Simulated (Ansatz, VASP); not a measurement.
**One calculation of Mn, two programs**

```xyz
1
Lattice="-1.3785 1.3785 1.3785 1.3785 -1.3785 1.3785 1.3785 1.3785 -1.3785" Properties=species:S:1:pos:R:3 pbc="T T T"
Mn    0.0000    0.0000    0.0000
```

Alike in both runs: task single point; functional PBEsol; k mesh 26 × 26 × 26; occupations fermi-dirac, width 0.05 eV; collinear spin.

|  | VASP | Ansatz |
| --- | --- | --- |
| version | VASP 6.6.1 | Ansatz 0.2.0 |
| potentials or method | VASP PAW PBE potentials, release 64 (Mn_pv), cutoff 520 eV | plane waves (420 eV) with PAW, scalar-relativistic |
| valence electrons in the cell | 13 | 15 |

VASP gave:

| Item | Value |
| --- | --- |
| net moment per atom (μB) | 0.65 |
| size of the moment on the site where the two differ most (μB) | 0.64 |

Which values does Ansatz return?

net moment per atom (μB): 0.61; size of the moment on the site where the two differ most (μB): 0.60.

VASP's potentials were made for PBE, not for PBEsol, and Ansatz warns of the same on its side. Site moments also hang on the region over which each program counts them. The functional is the same, so the differences come from potentials, cutoffs and numerics. VASP's potentials hold 13 valence electrons a cell and Ansatz's 15, so a difference there can come from the potentials and not from the codes.
